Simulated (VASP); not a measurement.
# Sb (R-3m) in VASP: further runs

Sb is run at these levels: LDA; tasks: single point.

Program: VASP 6.6.1. These are calculated values, not measurements. Logs are shortened: lines on timing, memory, paths and dates and some standing lists are left out, and cuts for length are marked.

## (1) The cell of the first run

The structure is trigonal, space group R-3m (No. 166). The conventional cell has a = 4.301 Å, b = 4.301 Å, c = 11.232 Å, α = 90.00°, β = 90.00°, γ = 120.00°. Within 3.8 Å of Sb (site symmetry 3m) lie 6 Sb at 2.90 to 3.34 Å.

## (2) Single point, LDA

File INCAR:

```
  PREC = Accurate
  ENCUT = 520
  EDIFF = 1E-7
  ISMEAR = 0
  SIGMA = 0.15
  LREAL = F
  LASPH = T
  NELM = 100
  ALGO = Normal
  ISIF = 2
  LWAVE = F
  LCHARG = F
  GGA = CA
  NBANDS = 12
```

File KPOINTS:

```
Automatic mesh
0
Gamma
  15 15 15
```

File POSCAR:

```
Sb
1.0
    2.1506003320      1.2416496806      3.7440000000
   -2.1506003320      1.2416496806      3.7440000000
    0.0000000000     -2.4832993611      3.7440000000
Sb
2
Direct
    0.2336400000      0.2336400000      0.2336400000
    0.7663600000      0.7663600000      0.7663600000
```

Potentials or basis: VASP PAW LDA potentials, release 64 (Sb).

Launch:

```bash
$ cat potpaw_LDA.64/Sb/POTCAR > POTCAR
$ mpirun -np 1 vasp_std > vasp.out
```

OUTCAR:

```text
PREC = Accurate
   ENCUT = 520
   EDIFF = 1E-7
   ISMEAR = 0
   LREAL = F
   LASPH = T
   NELM = 100
   ISIF = 2
   GGA = CA

 ion  position               nearest neighbor table
   1  0.234  0.234  0.234-   2 2.90   2 2.90   2 2.90   2 3.34   2 3.34   2 3.34
   2  0.766  0.766  0.766-   1 2.90   1 2.90   1 2.90   1 3.34   1 3.34   1 3.34

  LATTYP: Found a trigonal (rhomboedric) cell.
 ALAT       =     4.4926953733
 COS(alpha) =     0.5417151843

  Lattice vectors:

 A1 = (   2.1506003320,   1.2416496806,   3.7440000000)
 A2 = (  -2.1506003320,   1.2416496806,   3.7440000000)
 A3 = (   0.0000000000,  -2.4832993611,   3.7440000000)

Analysis of symmetry for initial positions (statically):
=====================================================================
 Subroutine PRICEL returns:
 Original cell was already a primitive cell.

 Routine SETGRP: Setting up the symmetry group for a
 trigonal (rhombohedral) supercell.

 Subroutine GETGRP returns: Found 12 space group operations
 (whereof 12 operations were pure point group operations)
 out of a pool of 12 trial point group operations.

The static configuration has the point symmetry D_3d.

Analysis of symmetry for dynamics (positions and initial velocities):
=====================================================================
 Subroutine PRICEL returns:
 Original cell was already a primitive cell.

 Routine SETGRP: Setting up the symmetry group for a
 trigonal (rhombohedral) supercell.

 Subroutine GETGRP returns: Found 12 space group operations
 (whereof 12 operations were pure point group operations)
 out of a pool of 12 trial point group operations.

The dynamic configuration has the point symmetry D_3d.

 Subroutine INISYM returns: Found 12 space group operations
 (whereof 12 operations are pure point group operations),
 and found     1 'primitive' translations

----------------------------------------------------------------------------------------

                                     Primitive cell

  volume of cell :      59.9854

  direct lattice vectors                    reciprocal lattice vectors
     2.150600332  1.241649681  3.744000000     0.232493222  0.134230024  0.089031339
    -2.150600332  1.241649681  3.744000000    -0.232493222  0.134230024  0.089031339
     0.000000000 -2.483299361  3.744000000     0.000000000 -0.268460048  0.089031339

  length of vectors
[... 83 lines left out ...]
   LREAL  =      F    real-space projection
   EDIFFG = 0.1E-05   stopping-criterion for IOM
   NSW    =      0    number of steps for IOM
   IBRION =     -1    ionic relax: 0-MD 1-quasi-New 2-CG
   NFREE  =      0    steps in history (QN), initial steepest desc. (CG)
   ISIF   =      2    stress and relaxation
   ISYM   =      2    0-nonsym 1-usesym 2-fastsym
   POTIM  = 0.5000    time-step for ionic-motion
   TEBEG  =    0.0;   TEEND  =   0.0 temperature during run
   PSTRESS=    0.0 pullay stress
   NELECT =      10.0000    total number of electrons
   NUPDOWN=      -1.0000    fix difference up-down
   EMIN   =  10.00;   EMAX   =-10.00  energy-range for DOS
   EFERMI =   0.00;   METHOD = LEGACY
   ISMEAR =     0;   SIGMA  =   0.15  broadening in eV -4-tet -1-fermi 0-gaus
   EFERMI_NEDOS =   21; number of points for ismear=-14 and -15
   IALGO  =     38    algorithm
   IMIX   =      4    mixing-type and parameters
     AMIX     =   0.40;   BMIX     =  1.00
     AMIX_MAG =   1.60;   BMIX_MAG =  1.00
  volume/ion in A,a.u.               =      29.99       202.40
  Fermi-wavevector in a.u.,A,eV,Ry     =   0.901003  1.702649 11.045295  0.811806
  Thomas-Fermi vector in A             =   2.024030
   LORBIT       =      0    0 simple, 1 ext, 2 COOP (PROOUT), +10 PAW based schemes
   GGA     = CA    functional components
   LHFCALC =     F    Hartree Fock is set to
   AEXX    =    0.0000 exact exchange contribution
   IVDW    =     0    specifies the selected vdW correction
   LEPSILON=     F    determine dielectric tensor
   LRPA    =     F    only Hartree local field effects (RPA)
 non-spin polarized calculation
 Gauss-broadening in eV      SIGMA  =   0.15
  energy-cutoff  :      520.00
  volume of cell :       59.99
 maximum number of plane-waves:      1629
 NGX is ok and might be reduce to    36
   NGX = 17   NGY = 17   NGZ = 17

 number of electron      10.0000000 magnetization

 Free energy of the ion-electron system (eV)
  ---------------------------------------------------
  ext. energy  EPLUGINS =         0.00000000
  ---------------------------------------------------
  free energy    TOTEN  =        -9.61843219 eV

  energy without entropy =       -9.61643829  energy(sigma->0) =       -9.61743524

 E-fermi :   7.1954     XC(G=0):  -9.7472

 val. band max:        7.1439485592   @ k =   0.4000   0.2667   0.2667
 cond. band min:       7.2087388230   @ k =   0.3333   0.1333   0.1333
 fundamental gap:      0.0647902637
 Fermi energy:         7.1953864957

 k-point     1 :       0.0000    0.0000    0.0000
  band No.  band energies     occupation
      1      -5.5636      2.00000
      2       2.3777      2.00000
      3       5.1702      2.00000
      4       5.4201      2.00000
      5       5.4201      2.00000
      6       9.2882      0.00000
      7       9.9112      0.00000
      8       9.9112      0.00000
      9      12.2972      0.00000
     10      12.2972      0.00000
     11      12.4654      0.00000
     12      13.7615      0.00000
[... 331 lines left out ...]
 k-point    24 :       0.2000    0.1333   -0.0000
  band No.  band energies     occupation
      1      -5.1421      2.00000
      2       1.0480      2.00000
      3       4.5436      2.00000
      4       4.8526      2.00000
      5       6.6810      2.00000
      6       7.9189      0.00000
      7       9.5869      0.00000
      8      10.2546      0.00000
      9      11.3947      0.00000
     10      12.9947      0.00000
     11      13.3545      0.00000
     12      14.6958      0.00000

 [... further k-points ...]
[... 5 lines left out ...]
  --------------------------------------------------------------------------------------
  -------------------------------------------------------------------------------------
  Total       -0.1510151     -0.1510151     -0.3242176     -0.0000000     -0.0000000      0.0000000
  in kB       -4.0335285     -4.0335285     -8.6596697     -0.0000000     -0.0000000      0.0000000
  external PRESSURE =      -5.5755756 kB  Pullay stress =       0.0000000 kB

 VOLUME and BASIS-vectors are now :
 -----------------------------------------------------------------------------
  energy-cutoff  :      520.00
  volume of cell :       59.99
      direct lattice vectors                 reciprocal lattice vectors
     2.150600332  1.241649681  3.744000000     0.232493222  0.134230024  0.089031339
    -2.150600332  1.241649681  3.744000000    -0.232493222  0.134230024  0.089031339
     0.000000000 -2.483299361  3.744000000     0.000000000 -0.268460048  0.089031339

 POSITION                                       TOTAL-FORCE (eV/Angst)
 -----------------------------------------------------------------------------------
      0.00000      0.00000      2.62424         0.000000      0.000000      0.152218
      0.00000      0.00000      8.60776         0.000000     -0.000000     -0.152218
 -----------------------------------------------------------------------------------
    total drift:                                0.000000     -0.000000      0.000000

  FREE ENERGIE OF THE ION-ELECTRON SYSTEM (eV)
  ---------------------------------------------------
  free  energy   TOTEN  =        -9.6184321852 eV

  energy  without entropy=       -9.6164382942  energy(sigma->0) =       -9.61743524
```

stdout:

```text
POSCAR found type information on POSCAR Sb
 POSCAR found :  1 types and       2 ions
 scaLAPACK will be used
 LDA part: xc-table for (Slater(with rela. corr.)+CA(PZ))
 , standard interpolation
 POSCAR, INCAR and KPOINTS ok, starting setup
 FFT: planning ... GRIDC
 FFT: planning ... GRID_SOFT
 FFT: planning ... GRID
 WAVECAR not read
 entering main loop
```

It took 2.1 min on 1 thread of Intel Xeon Platinum 8488C (Sapphire Rapids), shared host; peak memory 0.32 GiB.

What came out:

| Property | Result |
| --- | --- |
| Free energy | -9.6184 eV |
| Pressure | -0.6 GPa |
| Largest force | 0.152 eV/Å |
| Band gap on the k mesh | zero (band 5 reaches 7.22 eV, above the bottom of band 6 at 7.12 eV) |

Forces on the atoms (eV/Å):
```
Sb   0.000  0.000  0.152
Sb   0.000  0.000 -0.152
```

Stress tensor (GPa, compression positive):
```
-0.40  0.00  0.00
 0.00 -0.40  0.00
 0.00  0.00 -0.87
```

Caveat: spin-orbit coupling is left out, which moves the levels of the heavy elements.

## (3) Single point, LDA

File INCAR:

```
  PREC = Accurate
  ENCUT = 500
  EDIFF = 1E-6
  ISMEAR = 0
  SIGMA = 0.15
  LREAL = F
  LASPH = T
  NELM = 120
  ALGO = Normal
  ISIF = 2
  LWAVE = F
  LCHARG = F
  GGA = CA
  NBANDS = 22
  GGA_COMPAT = F
```

KPOINTS is that of step 2.

POSCAR is that of step 2.

Potentials or basis: VASP PAW LDA potentials, release 64 (Sb_d_GW).

Launch:

```bash
$ cat potpaw_LDA.64/Sb_d_GW/POTCAR > POTCAR
$ mpirun -np 1 vasp_std > vasp.out
```

It took 3.2 min on 1 thread of Intel Xeon 6975P-C (Granite Rapids), shared host; peak memory 0.5 GiB.

The run converged. Its results:

* Free energy: -9.6362 eV
* Pressure: -0.8 GPa
* Largest force: 0.097 eV/Å
* Band gap on the k mesh: zero (band 15 reaches 5.21 eV, above the bottom of band 16 at 5.11 eV)

Forces in eV/Å, atoms in the order of the input:
```
Sb   0.000  0.000  0.097
Sb   0.000  0.000 -0.097
```

Stress tensor (GPa, compression positive):
```
-0.65  0.00  0.00
 0.00 -0.65  0.00
 0.00  0.00 -1.03
```

Levels at points of the mesh, in eV from the Fermi level:
| k point | band 12 | band 13 | band 14 | band 15 | band 16 | band 17 | band 18 | band 19 |
| --- | --- | --- | --- | --- | --- | --- | --- | --- |
| (0.00, 0.00, 0.00) | -4.85 | -2.03 | -1.77 | -1.77 | 2.12 | 2.72 | 2.72 | 5.22 |

Caveat: spin-orbit coupling is left out, which moves the levels of the heavy elements.
